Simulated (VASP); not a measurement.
Runs of VASP 6.6.1 on KCl. The structure is that of space group Pm-3m (No. 221), or close to it. The cells are those of the table. 

```csv
task,cell,cutoff (eV),gap on the mesh (eV),pressure (GPa)
electric field gradients,"a = 3.664 Å, 2 atoms",520,5.48,3.6
single point,"a = 3.664 Å, 2 atoms",520,5.48,3.6
single point,"a = 3.694 Å, 2 atoms",520,5.35,2.8
electric field gradients,"a = 3.572 Å, 2 atoms",520,(c),(b)
electric field gradients,"a = 3.694 Å, 2 atoms",520,5.35,2.8
electric field gradients,"a = 3.572 Å, 2 atoms",400,5.90,(a)
electric field gradients,"a = 3.603 Å, 2 atoms",520,5.75,5.6
single point,"a = 3.634 Å, 2 atoms",520,5.61,4.5
```

Alike in all rows: level PBE; potentials or basis VASP PAW PBE potentials, release 64 (K_sv, Cl); no spin polarisation; k mesh 7 × 7 × 7; smearing fermi-dirac 0.01 eV.

Question: Fill in the values left out.

Answer: (a) 6.8; (b) 6.7; (c) 5.91.

A k mesh can miss the band edges.
